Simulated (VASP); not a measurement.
Si2Ge2P:

```xyz
5
Lattice="3.9489 0.0000 0.0000 -1.9745 3.4199 0.0000 0.0000 0.0000 8.0789" Properties=species:S:1:pos:R:3 pbc="T T T"
Si    0.0000    0.0000    5.8605
Si    0.0000    0.0000    2.2185
Ge    0.0000    2.2799    4.0395
Ge    1.9745    1.1400    4.0395
P     0.0000    0.0000    0.0000
```

- Program: VASP 6.6.1
- Task: relaxation of cell and atoms
- Functional: PBE
- Potentials or basis: VASP PAW PBE potentials, release 64 (Si, Ge_d, P)
- Cutoff: 600 eV
- k mesh: 6 × 6 × 2
- Occupations: gaussian, width 0.1 eV
- Spin: no spin polarisation

At the start: pressure 8.2 GPa; volume 21.82 Å³/atom.

**Question.** How do energy, volume and symmetry change on relaxing?

**Answer.** Over 19 steps the energy falls by 295.1 meV/atom and the volume is 24.91 Å³/atom (+14.1 %); space group P6/mmm (No. 191, to 0.05 Å).

The path:
```
step  energy change (eV)  largest force (eV/Å)  pressure (GPa)  volume (Å³)
   1              0.0000                1.2015            8.24       109.10
   2             -1.0754                0.6582            1.08       127.33
   3             -1.1064                1.2126            0.03       132.97
   4             -1.1101                1.0857            0.18       131.80
   5             -1.2165                0.5906           -1.18       133.98
   6             -1.2698                0.0411           -2.56       136.36
   7             -1.3329                0.0995           -2.30       134.83
   8             -1.4087                0.3003           -1.72       132.02
   9             -1.3545                0.6319            0.43       126.19
  10             -1.4284                0.5062           -1.11       130.12
  11             -1.4289                0.5243           -0.97       129.61
  12             -1.4585                0.1479           -0.75       127.09
  13             -1.4614                0.2232           -0.38       124.73
  14             -1.4633                0.0937           -0.37       125.54
  15             -1.4633                0.0609           -0.45       125.75
  16             -1.4720                0.0601           -0.40       125.42
  17             -1.4750                0.0597           -0.30       125.09
  18             -1.4750                0.0596           -0.27       125.07
  19             -1.4756                0.0289           -0.04       124.54
```

Final structure:
```
Si Ge P
1.0
     4.47608    0.00000    0.00000
    -2.23804    3.87640    0.00000
     0.00000    0.00000    7.17750
Si Ge P
2 2 1
Cartesian
  0.0000 0.0000 5.0548
  0.0000 0.0000 2.1227
  0.0000 2.5843 3.5888
  2.2380 1.2921 3.5888
  0.0000 0.0000 0.0000
```

Caveat: the k points lie up to 0.44 Å⁻¹ apart in the final cell.
